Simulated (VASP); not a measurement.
Runs of VASP 6.6.1 on Co. The structure is that of space group P6_3/mmc (No. 194), or close to it. The cells are those of the table. 

```csv
spin,cell,k mesh,smearing,gap on the mesh (eV),pressure (GPa)
"collinear, ferromagnetic start","a = 2.368, b = 2.368, c = 7.745 Å, angles 90.0, 90.0, 120.0°, 4 atoms",16 × 16 × 5,fermi-dirac 0.05 eV,none,38.5
off,"a = 2.385, b = 2.385, c = 7.771 Å, angles 90.0, 90.0, 120.0°, 4 atoms",17 × 17 × 5,fermi-dirac 0.1 eV,none,12.8
off,"a = 2.317, b = 2.317, c = 7.549 Å, angles 90.0, 90.0, 120.0°, 4 atoms",17 × 17 × 5,fermi-dirac 0.1 eV,none,(a)
off,"a = 2.417, b = 2.417, c = 7.878 Å, angles 90.0, 90.0, 120.0°, 4 atoms",17 × 17 × 5,fermi-dirac 0.1 eV,none,0.2
off,"a = 2.417, b = 2.417, c = 7.878 Å, angles 90.0, 90.0, 120.0°, 4 atoms",14 × 14 × 4,fermi-dirac 0.1 eV,none,0.2
```

Alike in all rows: task single point; level r2SCAN; potentials or basis VASP PAW PBE potentials, release 64 (Co); cutoff (eV) 520.

**Question.** Estimate the missing entries.

**Answer.** (a) 48.8.

Caveats: the PAW data sets were made with another functional, which shifts forces and pressure a little; the cell stands under pressure (at least some runs).

A gap of «none» marks levels without a gap at the run's occupations.
